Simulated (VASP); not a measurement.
A run of VASP 6.6.1 is set up as follows.

File INCAR:

```
  PREC = Accurate
  ENCUT = 520
  EDIFF = 1E-6
  ISMEAR = 0
  SIGMA = 0.1
  LREAL = False
  LASPH = True
  NELM = 100
  ALGO = Normal
  ISIF = 2
  LWAVE = False
  LCHARG = False
  GGA = PE
  NBANDS = 36
```

File KPOINTS:

```
Automatic mesh
0
Gamma
  8 8 8
```

File POSCAR:

```
CoSi
1.0
    4.4308490675      0.0000000000      0.0000000000
    0.0000000000      4.4308490675      0.0000000000
    0.0000000000      0.0000000000      4.4308490675
Co Si
4 4
Direct
    0.1450189122      0.1450189122      0.1450189122
    0.3549810878      0.8549810878      0.6450189122
    0.6450189122      0.3549810878      0.8549810878
    0.8549810878      0.6450189122      0.3549810878
    0.8431597104      0.8431597104      0.8431597104
    0.6568402896      0.1568402896      0.3431597104
    0.3431597104      0.6568402896      0.1568402896
    0.1568402896      0.3431597104      0.6568402896
```

Potentials or basis: VASP PAW PBE potentials, release 64 (Co, Si).

Run with:

```sh
$ cat potpaw_PBE.64/Co/POTCAR potpaw_PBE.64/Si/POTCAR > POTCAR
$ mpirun -np 1 vasp_std > vasp.out
```

Problem. Estimate the largest force.

Solution. 0.004 eV/Å.

Problem. Estimate the band gap on the k mesh.

Solution. Zero (bands 26 and 27 overlap by 0.21 eV).

Problem. What does it give for the pressure?

Solution. -0.1 GPa.

Forces on the atoms (eV/Å):
```
Co   0.001  0.001  0.001
Co  -0.001 -0.001  0.001
Co   0.001 -0.001 -0.001
Co  -0.001  0.001 -0.001
Si   0.002  0.002  0.002
Si  -0.002 -0.002  0.002
Si   0.002 -0.002 -0.002
Si  -0.002  0.002 -0.002
```

Spin polarisation is off, so any magnetic state and its effect on volume and gap are missing.
